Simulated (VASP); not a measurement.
Hg: single point with r2SCAN

The system is Hg.

```
CELL_PARAMETERS angstrom
2.96820 0.00000 0.00000
0.00000 2.96820 0.00000
0.00000 0.00000 2.96820
ATOMIC_POSITIONS crystal
Hg 0.00000 0.00000 0.00000
```

| Property | Result |
| --- | --- |
| Program | VASP 6.6.1 |
| Task | single point |
| Functional | r2SCAN |
| Potentials or basis | VASP PAW PBE potentials, release 64 (Hg) |
| Cutoff | 520 eV |
| k mesh | 12 × 12 × 12 |
| Occupations | fermi-dirac, width 0.1 eV |
| Spin | no spin polarisation |

```yaml
Pressure: 2.0 GPa
Band_gap_on_the_k_mesh: zero (bands 6 and 7 overlap by 6.85 eV)
```

Levels at points of the mesh, in eV from the Fermi level:
| k point | band 4 | band 5 | band 6 | band 7 | band 8 | band 9 |
| --- | --- | --- | --- | --- | --- | --- |
| (0.00, 0.00, 0.00) | -6.36 | -6.36 | -6.36 | 10.55 | 10.55 | 10.55 |
| (0.50, 0.00, 0.00) | -7.08 | -6.30 | -2.93 | -1.85 | 14.66 | 14.66 |
| (0.50, 0.50, 0.00) | -6.97 | -5.69 | 0.80 | 1.53 | 1.53 | 7.72 |
| (0.50, 0.50, 0.50) | -5.65 | -5.65 | 5.00 | 5.00 | 5.00 | 5.15 |

Wall time 25 s on 1 thread of Intel(R) Xeon(R) 6975P-C (Granite Rapids) (shared host), peak memory 0.16 GiB.

Caveat: the PAW data sets were made with another functional, which shifts forces and pressure a little; spin-orbit coupling is left out, which moves the levels of the heavy elements.
